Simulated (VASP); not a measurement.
# Si2Mo (I4/mmm) in VASP: notebook, part 3 of 3

VASP 6.6.1. Earlier steps stand in the parts before.

## (7) Single point, r2SCAN (14.29 Å³/atom)

File POSCAR:

```
Si2Mo
1.0
   -1.6401330999      1.6401330999      3.9850217648
    1.6401330999     -1.6401330999      3.9850217648
    1.6401330999      1.6401330999     -3.9850217648
Si Mo
2 1
Direct
    0.3364955913      0.3364955913      0.0000000000
    0.6635044087      0.6635044087      0.0000000000
    0.0000000000      0.0000000000      0.0000000000
```

File INCAR.step1:

```
SYSTEM = Si2Mo
PREC = Accurate ; ENCUT = 550
ISMEAR = 0 ; SIGMA = 0.05
LREAL = .FALSE. ; LASPH = .TRUE.
NELM = 120 ; NBANDS = 18
GGA = PE ; ALGO = Normal
EDIFF = 1E-5 ; LWAVE = .TRUE.
LCHARG = .FALSE. ; GGA_COMPAT = .FALSE.
```

File INCAR.step2:

```
SYSTEM = Si2Mo
PREC = Accurate ; ENCUT = 550
EDIFF = 1E-6 ; ISMEAR = 0
SIGMA = 0.05 ; LREAL = .FALSE.
LASPH = .TRUE. ; NELM = 120
ALGO = Normal ; ISIF = 2
LWAVE = .FALSE. ; LCHARG = .FALSE.
METAGGA = R2SCAN ; LMIXTAU = .TRUE.
NBANDS = 18 ; ISTART = 1
GGA_COMPAT = .FALSE.
```

File KPOINTS:

```
Automatic mesh
0
G
  14 14 14
  0 0 0
```

The run is started by

```bash
$ cat potpaw_PBE.64/Si/POTCAR potpaw_PBE.64/Mo_sv/POTCAR > POTCAR
$ cp INCAR.step1 INCAR
$ mpirun -np 1 vasp_std > vasp.out
$ cp INCAR.step2 INCAR
$ mpirun -np 1 vasp_std > vasp.out
```

Run time: 22 min. Hardware: 1 thread of Oxide Virtual Turin-like, shared host; peak memory 0.32 GiB.

Results (log left out):

* Free energy: -44.9039 eV
* Pressure: -12.4 GPa
* Largest force: 0.004 eV/Å
* Band gap on the k mesh: zero (bands 11 and 12 overlap by 0.93 eV)

Forces on the atoms (eV/Å):
```
Si   0.000  0.000 -0.004
Si   0.000  0.000  0.004
Mo   0.000  0.000  0.000
```

Levels at points of the mesh, in eV from the Fermi level:
| k point | band 7 | band 8 | band 9 | band 10 | band 11 | band 12 | band 13 | band 14 | band 15 | band 16 |
| --- | --- | --- | --- | --- | --- | --- | --- | --- | --- | --- |
| (0.00, 0.00, 0.00) | -3.49 | -2.79 | -2.60 | -2.60 | 0.28 | 3.07 | 3.37 | 3.37 | 3.76 | 4.13 |
| (0.50, 0.00, 0.00) | -4.93 | -4.60 | -2.63 | -2.39 | -0.47 | 2.28 | 3.16 | 3.96 | 4.29 | 5.71 |
| (0.50, 0.50, 0.00) | -5.67 | -5.35 | -4.42 | -2.94 | -1.43 | 2.34 | 2.72 | 3.27 | 3.47 | 4.96 |
| (0.50, 0.50, 0.50) | -3.26 | -2.01 | -0.57 | -0.57 | -0.54 | -0.54 | 0.41 | 4.99 | 4.99 | 6.60 |

Caveat: the cell stands under tension; the PAW data sets were made with another functional, which shifts forces and pressure a little.

## (8) The runs side by side

```csv
task,cell,gap on the mesh (eV),pressure (GPa),largest force (eV/Å)
relaxation of shape and atoms at fixed volume,"relaxed from a = 4.615 Å, angles 138.4, 138.4, 60.3°, 3 atoms, atomic positions A",none,-12.4,-
relaxation of shape and atoms at fixed volume,"relaxed from a = 4.487 Å, angles 138.5, 138.5, 60.2°, 3 atoms, atomic positions B",none,5.0,-
single point,"a = 4.517 Å, angles 138.5, 138.5, 60.2°, 3 atoms, atomic positions B",none,0.4,0.01
single point,"a = 4.544 Å, angles 138.4, 138.4, 60.2°, 3 atoms, atomic positions C",none,-3.8,0.01
single point,"a = 4.571 Å, angles 138.4, 138.4, 60.3°, 3 atoms, atomic positions A",none,-7.5,-
single point,"a = 4.611 Å, angles 138.3, 138.3, 60.4°, 3 atoms, atomic positions D",none,-12.4,-
```

Alike in all rows: level r2SCAN; potentials or basis VASP PAW PBE potentials, release 64 (Si, Mo_sv); no spin polarisation; k mesh 14 × 14 × 14; cutoff (eV) 550; smearing gaussian 0.05 eV.

Caveats: the PAW data sets were made with another functional, which shifts forces and pressure a little; the cell stands under tension (at least some runs).

Total energies depend on the potentials used, so only differences within one code and one set of settings carry meaning.
